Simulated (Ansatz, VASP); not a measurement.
**ScF3: VASP beside Ansatz**

The input INCAR:

```
SYSTEM = ScF3
ALGO     = Normal         ! electronic algorithm
EDIFF    = 1E-6           ! SCF threshold, eV
ENCUT    = 910            ! plane-wave cutoff, eV
GGA      = CA             ! functional
GGA_COMPAT= .FALSE.      
ISIF     = 2              ! what is computed and relaxed
ISMEAR   = 0              ! smearing method
LASPH    = .TRUE.         ! aspherical terms in the spheres
LCHARG   = .FALSE.        ! write CHGCAR
LREAL    = .FALSE.        ! projectors in reciprocal space
LWAVE    = .FALSE.        ! write WAVECAR
NBANDS   = 24             ! bands
NELM     = 120            ! most SCF steps
PREC     = Accurate       ! precision mode
SIGMA    = 0.05           ! smearing width, eV
```

KPOINTS

```
k-points
0
G
  6 6 6
  0 0 0
```

The input POSCAR:

```
ScF3
1.0
    3.6914540000      0.0000000000      0.0000000000
    0.0000000000      3.6914540000      0.0000000000
    0.0000000000      0.0000000000      4.0124500000
Sc F
1 3
Direct
    0.0000000000      0.0000000000      0.0000000000
    0.5000000000      0.0000000000      0.0000000000
    0.0000000000      0.5000000000      0.0000000000
    0.0000000000      0.0000000000      0.5000000000
```

Input for Ansatz:

```yaml
crystal:
  lattice:
    - [3.691454, 0.0, 0.0]
    - [0.0, 3.691454, 0.0]
    - [0.0, 0.0, 4.01245]
  atoms:
    - { symbol: Sc, position: [0.0, 0.0, 0.0] }
    - { symbol: F, position: [0.5, 0.0, 0.0] }
    - { symbol: F, position: [0.0, 0.5, 0.0] }
    - { symbol: F, position: [0.0, 0.0, 0.5] }
basis:
  ecutwfc: 420
kpoints:
  mp_grid: { grid: [6, 6, 6] }
hamiltonian:
  xc: lda
scf:
  occupations: { method: gaussian, width: 0.05 }
output:
  forces: true
  stress: true
  eigenvalues: true
```

Change from the starting cell: strain -0.080 along x and y, +0.000 along z, atoms carried along.

Alike in both runs: task single point; functional LDA; k mesh 6 × 6 × 6; occupations gaussian, width 0.05 eV; no spin polarisation.

```csv
,VASP,Ansatz
version,VASP 6.6.1,Ansatz 0.2.0
potentials or method,"VASP PAW LDA potentials, release 64 (Sc_sv, F_h), cutoff 910 eV","scalar-relativistic, plane waves, PAW"
valence electrons in the cell,32,32
```

```csv
,VASP,Ansatz,Ansatz less VASP
gap on the k mesh at the Fermi level (eV),6.77,6.78,+0.011
least direct gap on the mesh (eV),7.09,7.11,+0.017
```

LDA's correlation is that of Perdew and Zunger in VASP and of Perdew and Wang (1992) in Ansatz.

Noted on VASP's run: the cutoff is under 1.25 times that of the potentials, so the pressure is a little rough.
